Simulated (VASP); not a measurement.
A run of VASP 6.6.1 is set up as follows.

Contents of INCAR:

```
SYSTEM = O
ALGO = Normal ; EDIFF = 1E-6
ENCUT = 520 ; GGA = PE
ISIF = 2 ; ISMEAR = -1
ISPIN = 2 ; IVDW = 12
LASPH = .True. ; LCHARG = .True.
LELF = .True. ; LORBIT = 11
LREAL = Auto ; LVHAR = .True.
LWAVE = .False. ; MAGMOM = 0.56 0.56 0.56 0.56 0.56 0.56 0.56 0.56 0.56 0.56 0.56 0.56 0.56 0.56 0.56 0.56 0.56 0.56 0.56 0.55
NBANDS = 80 ; NELM = 150
PREC = Accurate ; SIGMA = 0.02
```

KPOINTS

```
k-points
0
Gamma
  1 1 1
  0 0 0
```

POSCAR

```
O
1.0
    7.7749800000      0.0000000000      0.0000000000
    0.0000000000      7.7749800000      0.0000000000
    0.0000000000      0.0000000000      7.7749800000
O
20
Direct
    0.6195385712      0.1681547734      0.2863415726
    0.5094546867      0.1120774587      0.1940455152
    0.5089659395      0.7016738307      0.0169903974
    0.3780459885      0.7651209392      0.0749069451
    0.9762726078      0.6427154797      0.7058024587
    0.8669218442      0.5718599919      0.7942271234
    0.3675507847      0.5077312096      0.7057638733
    0.3152548302      0.3667919403      0.6661367618
    0.6744454648      0.2293896576      0.7752560135
    0.7817897924      0.1808879251      0.6667927120
    1.0461120157      0.9011727361      0.9596680635
    0.9143431880      0.9647999095      1.0159511664
    0.1397559865      0.0671255746      0.4837954567
    0.1425598522     -0.0742638566      0.4129528307
    0.7529537053      0.4914996566      0.2647595235
    0.8656099437      0.5995771050      0.2741100299
    0.1509971730      0.2602836277      0.0227010230
    0.1851580326      0.3147532212      0.1671515554
    0.6172105909      0.8146130279      0.6263810325
    0.5671011372      0.7358089667      0.4997826361
```

Potentials or basis: VASP PAW PBE potentials, release 64 (O).

Command:

```bash
$ cat potpaw_PBE.64/O/POTCAR > POTCAR
$ mpirun -np 1 vasp_gam > vasp.out
```

Task: Estimate the net moment.

Result: 20.00 μB per cell.

Task: What does it give for the site moments?

Result: O +0.81 μB.

Stress tensor (GPa, compression positive):
```
1.55 0.79 0.48
0.79 1.55 0.71
0.48 0.71 0.65
```

Caveat: the k points lie up to 0.81 Å⁻¹ apart, too coarse for converged energies, forces and pressures; the standard files for N, O and F lose accuracy on very short bonds.
